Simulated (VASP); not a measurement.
A run of VASP 6.6.1 is set up as follows.

File INCAR:

```
SYSTEM = Li2BrCl
PREC = Accurate
ENCUT = 520
EDIFF = 1E-7
ISMEAR = 0
SIGMA = 0.01
LREAL = .FALSE.
LASPH = .TRUE.
NELM = 100
ALGO = Normal
ISIF = 2
LWAVE = .FALSE.
LCHARG = .FALSE.
GGA = PE
NBANDS = 18
```

File KPOINTS:

```
regular mesh
0
G
  6 6 6
  0 0 0
```

Contents of POSCAR:

```
Li2BrCl
1.0
    1.8760659207      1.0831471643      6.1164156592
   -1.8760659207      1.0831471643      6.1164156592
    0.0000000000     -2.1662943287      6.1164156592
Cl Br Li
1 1 2
Direct
    1.0000000000      0.0000000000      0.0000000000
    0.5000000000      0.5000000000      0.5000000000
    0.2543610294      0.2543610294      0.2543610294
    0.7456389706      0.7456389706      0.7456389706
```

Potentials or basis: VASP PAW PBE potentials, release 64 (Cl, Br, Li_sv).

Run with:

```sh
$ cat potpaw_PBE.64/Cl/POTCAR potpaw_PBE.64/Br/POTCAR potpaw_PBE.64/Li_sv/POTCAR > POTCAR
$ mpirun -np 1 vasp_std > vasp.out
```

Task: What does it give for the band gap on the k mesh?

Result: 5.10 eV.

Task: Estimate the largest force.

Result: 0.005 eV/Å.

Forces in eV/Å, atoms in the order of the input:
```
Cl   0.000  0.000  0.000
Br   0.000  0.000  0.000
Li   0.000  0.000  0.005
Li   0.000  0.000 -0.005
```

 A k mesh can miss the band edges.
